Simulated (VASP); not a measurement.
# Si (P1) in VASP: single point with PBE

Aim: the single point of Si with PBE.

Program: VASP 6.6.1. These are calculated values, not measurements. Logs are shortened: lines on timing, memory, paths and dates and some standing lists are left out, and cuts for length are marked.

## (1) The cell of the first run

The typed cell holds 4 atoms: a = 5.110 Å, b = 5.110 Å, c = 5.110 Å, α = 98.20°, β = 98.20°, γ = 135.61°.

## (2) Single point, PBE (atoms displaced along several vibrational modes)

Input file INCAR:

```
SYSTEM = Si
PREC     = Accurate       ! precision mode
ENCUT    = 520            ! plane-wave cutoff, eV
EDIFF    = 1E-6           ! SCF threshold, eV
ISMEAR   = 0              ! smearing method
SIGMA    = 0.05           ! smearing width, eV
LREAL    = .FALSE.        ! projectors in reciprocal space
LASPH    = .TRUE.         ! aspherical terms in the spheres
NELM     = 60             ! most SCF steps
ALGO     = Normal         ! electronic algorithm
ISIF     = 2              ! what is computed and relaxed
LWAVE    = .FALSE.        ! write WAVECAR
LCHARG   = .FALSE.        ! write CHGCAR
GGA      = PE             ! functional
NBANDS   = 16             ! bands
```

Input file KPOINTS:

```
regular mesh
0
G
  10 10 10
  0 0 0
```

Input file POSCAR:

```
Si
1.0
   -3.3455832176      3.3455832176      1.9304179803
    3.3455832176     -3.3455832176      1.9304179803
    3.3455832176      3.3455832176     -1.9304179803
Si
4
Direct
    0.1570918009      0.1630698318      0.3512429843
    0.8309521372      0.8369301682      0.6368009538
    0.1845885386      0.8213894924      0.0059780309
    0.8273675233      0.1786105076      0.0059780309
```

Potentials or basis: VASP PAW PBE potentials, release 64 (Si).

On the command line:

```bash
$ cat potpaw_PBE.64/Si/POTCAR > POTCAR
$ mpirun -np 1 vasp_std > vasp.out
```

OUTCAR:

```text
SYSTEM = Si
   PREC = Accurate
   ENCUT = 520
   EDIFF = 1E-6
   ISMEAR = 0
   LREAL = .FALSE.
   LASPH = .TRUE.
   NELM = 60
   ISIF = 2
   GGA = PE

 ion  position               nearest neighbor table
   1  0.157  0.163  0.351-   2 2.26   4 2.31   3 2.39   2 2.46
   2  0.831  0.837  0.637-   1 2.26   4 2.39   1 2.46   3 2.47
   3  0.185  0.821  0.006-   4 2.36   4 2.36   1 2.39   2 2.47
   4  0.827  0.179  0.006-   1 2.31   3 2.36   3 2.36   2 2.39

  LATTYP: Found a body centered tetragonal cell.
 ALAT       =     6.6911664352
 C/A-ratio  =     0.5770049210

  Lattice vectors:

 A1 = (  -3.3455832176,   3.3455832176,   1.9304179803)
 A2 = (   3.3455832176,  -3.3455832176,   1.9304179803)
 A3 = (   3.3455832176,   3.3455832176,  -1.9304179803)

Analysis of symmetry for initial positions (statically):
=====================================================================
 Subroutine PRICEL returns:
 Original cell was already a primitive cell.

 Routine SETGRP: Setting up the symmetry group for a
 body centered tetragonal supercell.

 Subroutine GETGRP returns: Found  1 space group operations
 (whereof  1 operations were pure point group operations)
 out of a pool of 16 trial point group operations.

The static configuration has the point symmetry C_1 .

Analysis of symmetry for dynamics (positions and initial velocities):
=====================================================================
 Subroutine PRICEL returns:
 Original cell was already a primitive cell.

 Routine SETGRP: Setting up the symmetry group for a
 body centered tetragonal supercell.

 Subroutine GETGRP returns: Found  1 space group operations
 (whereof  1 operations were pure point group operations)
 out of a pool of 16 trial point group operations.

The dynamic configuration has the point symmetry C_1 .

 Subroutine INISYM returns: Found  1 space group operations
 (whereof  1 operations are pure point group operations),
 and found     1 'primitive' translations

----------------------------------------------------------------------------------------

                                     Primitive cell

  volume of cell :      86.4281

  direct lattice vectors                    reciprocal lattice vectors
    -3.345583218  3.345583218  1.930417980     0.000000000  0.149450774  0.259011263
     3.345583218 -3.345583218  1.930417980     0.149450774  0.000000000  0.259011263
     3.345583218  3.345583218 -1.930417980     0.149450774  0.149450774  0.000000000

  length of vectors
     5.110026195  5.110026195  5.110026195     0.299035731  0.299035731  0.211355311

  position of ions in fractional coordinates (direct lattice)
     0.157091801  0.163069832  0.351242984
     0.830952137  0.836930168  0.636800954
     0.184588539  0.821389492  0.005978031
     0.827367523  0.178610508  0.005978031

  ion indices of the primitive-cell ions
   primitive index   ion index
                 1           1
                 2           2
                 3           3
                 4           4

----------------------------------------------------------------------------------------

 KPOINTS: regular mesh

Automatic generation of k-mesh.
 Grid dimensions read from file:
 generate k-points for:   10   10   10

 Generating k-lattice:

  Cartesian coordinates                     Fractional coordinates (reciprocal lattice)
     0.000000000  0.014945077  0.025901126     0.100000000  0.000000000  0.000000000
     0.014945077  0.000000000  0.025901126     0.000000000  0.100000000  0.000000000
     0.014945077  0.014945077  0.000000000     0.000000000  0.000000000  0.100000000

  Length of vectors
     0.029903573  0.029903573  0.021135531

  Shift w.r.t. Gamma in fractional coordinates (k-lattice)
     0.000000000  0.000000000  0.000000000

 Subroutine IBZKPT returns following result:
 ===========================================

 Found    504 irreducible k-points:

 Following reciprocal coordinates:
            Coordinates               Weight
  0.000000  0.000000  0.000000      1.000000
  0.100000 -0.000000  0.000000      2.000000
  0.100000 -0.000000 -0.100000      2.000000
 -0.000000  0.100000 -0.100000      2.000000
 -0.000000  0.100000  0.000000      2.000000
  0.200000 -0.000000  0.000000      2.000000
[... 16 lines left out ...]
  0.200000 -0.000000 -0.100000      2.000000
  0.100000  0.100000 -0.200000      2.000000
 [... further k-points ...]
   k-points           NKPTS =    504   k-points in BZ     NKDIM =    504   number of bands    NBANDS=     16
   number of dos      NEDOS =    301   number of ions     NIONS =      4
   total plane-waves  NPLWV =  64000
   dimension x,y,z NGX =    40 NGY =   40 NGZ =   40
   dimension x,y,z NGXF=    80 NGYF=   80 NGZF=   80
   ions per type =               4
   NGX,Y,Z   is equivalent  to a cutoff of  13.01, 13.01, 13.01 a.u.
   NGXF,Y,Z  is equivalent  to a cutoff of  26.03, 26.03, 26.03 a.u.
 SYSTEM =  Si
   PREC   = accura    normal or accurate (medium, high low for compatibility)
   ISTART =      0    job   : 0-new  1-cont  2-samecut
   ICHARG =      2    charge: 1-file 2-atom 10-const
   ISPIN  =      1    spin polarized calculation?
   LNONCOLLINEAR =      F non collinear calculations
   LSORBIT =      F    spin-orbit coupling
   LASPH  =      T    aspherical Exc in radial PAW
   ENCUT  =  520.0 eV  38.22 Ry    6.18 a.u.   9.50  9.50  9.50*2*pi/ulx,y,z
   NELM   =     60;   NELMIN=  2; NELMDL= -5     # of ELM steps
   EDIFF  = 0.1E-05   stopping-criterion for ELM
   LREAL  =      F    real-space projection
   EDIFFG = 0.1E-04   stopping-criterion for IOM
   NSW    =      0    number of steps for IOM
   IBRION =     -1    ionic relax: 0-MD 1-quasi-New 2-CG
   NFREE  =      0    steps in history (QN), initial steepest desc. (CG)
   ISIF   =      2    stress and relaxation
   ISYM   =      2    0-nonsym 1-usesym 2-fastsym
   POTIM  = 0.5000    time-step for ionic-motion
   TEBEG  =    0.0;   TEEND  =   0.0 temperature during run
   PSTRESS=    0.0 pullay stress
   NELECT =      16.0000    total number of electrons
   NUPDOWN=      -1.0000    fix difference up-down
   EMIN   =  10.00;   EMAX   =-10.00  energy-range for DOS
   EFERMI =   0.00;   METHOD = LEGACY
   ISMEAR =     0;   SIGMA  =   0.05  broadening in eV -4-tet -1-fermi 0-gaus
   EFERMI_NEDOS =   21; number of points for ismear=-14 and -15
   IALGO  =     38    algorithm
   IMIX   =      4    mixing-type and parameters
     AMIX     =   0.40;   BMIX     =  1.00
     AMIX_MAG =   1.60;   BMIX_MAG =  1.00
  volume/ion in A,a.u.               =      21.61       145.81
  Fermi-wavevector in a.u.,A,eV,Ry     =   0.933032  1.763175 11.844531  0.870548
  Thomas-Fermi vector in A             =   2.059691
   LORBIT       =      0    0 simple, 1 ext, 2 COOP (PROOUT), +10 PAW based schemes
   GGA     = PE    functional components
   LHFCALC =     F    Hartree Fock is set to
   AEXX    =    0.0000 exact exchange contribution
   IVDW    =     0    specifies the selected vdW correction
   LEPSILON=     F    determine dielectric tensor
   LRPA    =     F    only Hartree local field effects (RPA)
 non-spin polarized calculation
 Gauss-broadening in eV      SIGMA  =   0.05
  energy-cutoff  :      520.00
  volume of cell :       86.43
 maximum number of plane-waves:      2361
 NGX is ok and might be reduce to    40
   NGX = 19   NGY = 19   NGZ = 19

 number of electron      16.0000000 magnetization

 Free energy of the ion-electron system (eV)
  ---------------------------------------------------
  ext. energy  EPLUGINS =         0.00000000
  ---------------------------------------------------
  free energy    TOTEN  =       -21.15930952 eV

  energy without entropy =      -21.15930241  energy(sigma->0) =      -21.15930596

 E-fermi :   5.5483     XC(G=0):  -9.0197

 val. band max:        5.4742117368   @ k =   0.5000   0.5000   0.5000
 cond. band min:       5.6432913486   @ k =  -0.2000  -0.1000   0.2000
 fundamental gap:      0.1690796119
 Fermi energy:         5.5482622171

 k-point     1 :       0.0000    0.0000    0.0000
  band No.  band energies     occupation
      1      -6.6650      2.00000
      2      -2.5254      2.00000
      3      -0.2665      2.00000
      4      -0.2433      2.00000
      5       1.5553      2.00000
      6       3.8152      2.00000
[... 8 lines left out ...]
     15      10.8261      0.00000
     16      12.1810      0.00000

 k-point     2 :       0.1000   -0.0000    0.0000
  band No.  band energies     occupation
      1      -6.5577      2.00000
      2      -2.5403      2.00000
      3      -0.3738      2.00000
      4      -0.1298      2.00000
      5       1.6281      2.00000
      6       3.2336      2.00000
[... 8 lines left out ...]
     15      10.4019      0.00000
     16      12.7356      0.00000

 k-point     3 :       0.1000   -0.0000   -0.1000
  band No.  band energies     occupation
      1      -6.5548      2.00000
      2      -2.5551      2.00000
      3      -0.4248      2.00000
      4      -0.0724      2.00000
      5       1.6637      2.00000
      6       3.2223      2.00000
[... 8 lines left out ...]
     15      10.3215      0.00000
     16      12.7381      0.00000

 k-point     4 :      -0.0000    0.1000   -0.1000
  band No.  band energies     occupation
      1      -6.5548      2.00000
      2      -2.5558      2.00000
      3      -0.4089      2.00000
      4      -0.0904      2.00000
      5       1.6665      2.00000
      6       3.2276      2.00000
[... 8 lines left out ...]
     15      10.3209      0.00000
     16      12.7384      0.00000
[... 324 lines left out ...]
 k-point    22 :       0.1000    0.1000    0.0000
  band No.  band energies     occupation
      1      -6.2949      2.00000
      2      -2.3647      2.00000
      3      -0.3956      2.00000
      4      -0.3189      2.00000
      5       1.5064      2.00000
      6       2.4382      2.00000
[... 8 lines left out ...]
     15      10.0476      0.00000
     16      12.7820      0.00000

 k-point    23 :       0.2000   -0.0000   -0.1000
  band No.  band energies     occupation
      1      -6.2886      2.00000
      2      -2.4004      2.00000
      3      -0.4587      2.00000
      4      -0.2505      2.00000
      5       1.6093      2.00000
      6       2.3910      2.00000
[... 8 lines left out ...]
     15      10.0577      0.00000
     16      12.6321      0.00000

 k-point    24 :       0.1000    0.1000   -0.2000
  band No.  band energies     occupation
      1      -6.2818      2.00000
      2      -2.4456      2.00000
      3      -0.3956      2.00000
      4      -0.2909      2.00000
      5       1.6999      2.00000
      6       2.3999      2.00000
[... 8 lines left out ...]
     15       9.9164      0.00000
     16      12.5081      0.00000

 [... further k-points ...]
[... 5 lines left out ...]
  --------------------------------------------------------------------------------------
  -------------------------------------------------------------------------------------
  Total        0.0288541      0.4396176      0.2511783      0.1166257     -0.8387016     -0.8268309
  in kB        0.5348887      8.1494944      4.6562656      2.1619714    -15.5475880    -15.3275322
  external PRESSURE =       4.4468829 kB  Pullay stress =       0.0000000 kB

 VOLUME and BASIS-vectors are now :
 -----------------------------------------------------------------------------
  energy-cutoff  :      520.00
  volume of cell :       86.43
      direct lattice vectors                 reciprocal lattice vectors
    -3.345583218  3.345583218  1.930417980     0.000000000  0.149450774  0.259011263
     3.345583218 -3.345583218  1.930417980     0.149450774  0.000000000  0.259011263
     3.345583218  3.345583218 -1.930417980     0.149450774  0.149450774  0.000000000

 POSITION                                       TOTAL-FORCE (eV/Angst)
 -----------------------------------------------------------------------------------
      1.19511      1.15511     -0.06000        -0.161336      0.567626      1.430687
      2.15047      2.11047      1.99042         0.160087      0.685139     -1.449245
      2.15047     -2.11047      1.93042         0.015423     -0.539200      0.005263
     -2.15047      2.19047      1.93042        -0.014173     -0.713565      0.013296
 -----------------------------------------------------------------------------------
    total drift:                                0.000005      0.000000      0.000008

  FREE ENERGIE OF THE ION-ELECTRON SYSTEM (eV)
  ---------------------------------------------------
  free  energy   TOTEN  =       -21.1593095152 eV

  energy  without entropy=      -21.1593024072  energy(sigma->0) =      -21.15930596
```

Run time: 17 min. Hardware: 1 thread of Intel Xeon 8259CL, shared host; peak memory 0.61 GiB.

What came out:

- Free energy: -21.1593 eV
- Pressure: 0.4 GPa
- Largest force: 1.611 eV/Å
- Band gap on the k mesh: 0.17 eV (least direct gap 0.23 eV)

Forces on the atoms (eV/Å):
```
Si  -0.161  0.568  1.431
Si   0.160  0.685 -1.449
Si   0.015 -0.539  0.005
Si  -0.014 -0.714  0.013
```

Stress tensor (GPa, compression positive):
```
 0.05  0.22 -1.53
 0.22  0.81 -1.55
-1.53 -1.55  0.47
```

Caveat: the cell differs from its parent crystal (atoms displaced along several vibrational modes); forces of over 1 eV/Å act on the atoms, so gaps and moduli don't describe the material at rest.
